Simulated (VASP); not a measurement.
Write the native input for VASP 6.6.1 that does the following.

```
Task                               : single point
Functional                         : HSE06
Potentials or basis                : VASP PAW PBE potentials, release 64 (Rh_sv_GW)
Cutoff                             : 460 eV
k mesh                             : 6 × 6 × 6
Occupations                        : fermi-dirac, width 0.1 eV
Spin                               : no spin polarisation
Dipole correction                  : no
Grid for exact exchange (PRECFOCK) : Normal
Further INCAR settings             : ALGO = Normal; EDIFF = 1e-06; NBANDS = 14
Share of exact exchange            : 0.25
Screening parameter                : 0.2079 1/Å
```

Crystal: Rh.

```
Rh
1.0
     0.00000    1.94020    1.94020
     1.94020    0.00000    1.94020
     1.94020    1.94020    0.00000
Rh
1
Direct
  0.00000 0.00000 0.00000
```

The input as run:

POSCAR

```
Rh
1.0
    0.0000000000      1.9402002583      1.9402002583
    1.9402002583      0.0000000000      1.9402002583
    1.9402002583      1.9402002583      0.0000000000
Rh
1
Direct
    0.0000000000      0.0000000000      0.0000000000
```

INCAR.step1

```
PREC     = Accurate       # precision mode
ENCUT    = 460            # plane-wave cutoff, eV
EDIFF    = 1E-5           # SCF threshold, eV
ISMEAR   = -1             # smearing method
SIGMA    = 0.1            # smearing width, eV
LREAL    = False          # projectors in reciprocal space
LASPH    = True           # aspherical terms in the spheres
NELM     = 120            # most SCF steps
ALGO     = Normal         # electronic algorithm
ISIF     = 2              # what is computed and relaxed
LWAVE    = True           # write WAVECAR
GGA      = PE             # functional
NBANDS   = 14             # bands
GGA_COMPAT= False
```

INCAR.step2

```
PREC     = Accurate       # precision mode
ENCUT    = 460            # plane-wave cutoff, eV
EDIFF    = 1E-6           # SCF threshold, eV
ISMEAR   = -1             # smearing method
SIGMA    = 0.1            # smearing width, eV
LREAL    = False          # projectors in reciprocal space
LASPH    = True           # aspherical terms in the spheres
NELM     = 120            # most SCF steps
ALGO     = Normal         # electronic algorithm
ISIF     = 2              # what is computed and relaxed
LWAVE    = False          # write WAVECAR
LCHARG   = True           # write CHGCAR
GGA      = PE             # functional
LHFCALC  = True           # exact exchange
HFSCREEN = 0.2079         # screening, 1/A
PRECFOCK = Normal       
LELF     = True           # ELF
LVHAR    = True         
ISTART   = 1            
NBANDS   = 14             # bands
GGA_COMPAT= False
```

KPOINTS

```
Automatic mesh
0
Gamma
  6 6 6
```

Potentials or basis: VASP PAW PBE potentials, release 64 (Rh_sv_GW).

Run with:

```sh
$ cat potpaw_PBE.64/Rh_sv_GW/POTCAR > POTCAR
$ cp INCAR.step1 INCAR
$ mpirun -np 1 vasp_std > vasp.out
$ cp INCAR.step2 INCAR
$ mpirun -np 1 vasp_std > vasp.out
```

It gave:

```yaml
Pressure: -20.3 GPa
Band_gap_on_the_k_mesh: zero (an odd number of electrons rules out a gap without spin polarisation)
```

Caveat: the k points lie up to 0.47 Å⁻¹ apart, too coarse for converged energies and pressures of a metal; the PAW data sets were made with another functional, which shifts forces and pressure a little.

Run time: 19 min on 1 thread of Intel(R) Xeon(R) Platinum 8259CL CPU @ 2.50GHz (Skylake/Cascade Lake) (shared host), peak memory 0.23 GiB.
